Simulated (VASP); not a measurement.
Wanted: the native input for a VASP 6.6.1 run.

- Task: single point
- Functional: r2SCAN
- Potentials or basis: VASP PAW PBE potentials, release 64 (Mg, S)
- Cutoff: 520 eV
- k mesh: 4 × 4 × 4
- Occupations: gaussian, width 0.01 eV
- Spin: no spin polarisation
- Dipole correction: no
- Further INCAR settings: ALGO = Normal; EDIFF = 1e-06; NBANDS = 11

The system is MgS.

```xyz
2
Lattice="0.0000 2.8309 2.8309 2.8309 0.0000 2.8309 2.8309 2.8309 0.0000" Properties=species:S:1:pos:R:3 pbc="T T T"
Mg    0.0000    0.0000    0.0000
S     4.2463    4.2463    4.2463
```

These files were run (other wordings do the same):

POSCAR

```
MgS
1.0
    0.0000000000      2.8308747674      2.8308747674
    2.8308747674      0.0000000000      2.8308747674
    2.8308747674      2.8308747674      0.0000000000
Mg S
1 1
Direct
    0.0000000000      0.0000000000      0.0000000000
    0.7500000000      0.7500000000      0.7500000000
```

INCAR.step1

```
SYSTEM = MgS
ALGO = Normal
EDIFF = 1E-4
ENCUT = 520
GGA = PE
ISMEAR = 0
LASPH = .TRUE.
LCHARG = .FALSE.
LREAL = .FALSE.
LWAVE = .TRUE.
NBANDS = 11
NELM = 80
PREC = Accurate
SIGMA = 0.01
```

INCAR.step2

```
SYSTEM = MgS
ALGO = Normal
EDIFF = 1E-6
ENCUT = 520
ISIF = 2
ISMEAR = 0
ISTART = 1
LASPH = .TRUE.
LCHARG = .FALSE.
LMIXTAU = .TRUE.
LREAL = .FALSE.
LWAVE = .FALSE.
METAGGA = R2SCAN
NBANDS = 11
NELM = 80
PREC = Accurate
SIGMA = 0.01
```

KPOINTS

```
k-points
0
G
  4 4 4
  0 0 0
```

Potentials or basis: VASP PAW PBE potentials, release 64 (Mg, S).

The run is started by

```sh
$ cat potpaw_PBE.64/Mg/POTCAR potpaw_PBE.64/S/POTCAR > POTCAR
$ cp INCAR.step1 INCAR
$ mpirun -np 1 vasp_std > vasp.out
$ cp INCAR.step2 INCAR
$ mpirun -np 1 vasp_std > vasp.out
```

Results of the run:

```
Pressure               : -0.2 GPa
Band gap on the k mesh : 4.12 eV, direct
```

Caveat: the k points lie up to 0.48 Å⁻¹ apart; the PAW data sets were made with another functional, which shifts forces and pressure a little.

It took 16 s on 1 thread of Intel(R) Xeon(R) 6975P-C (Granite Rapids) (shared host), peak memory 0.17 GiB.
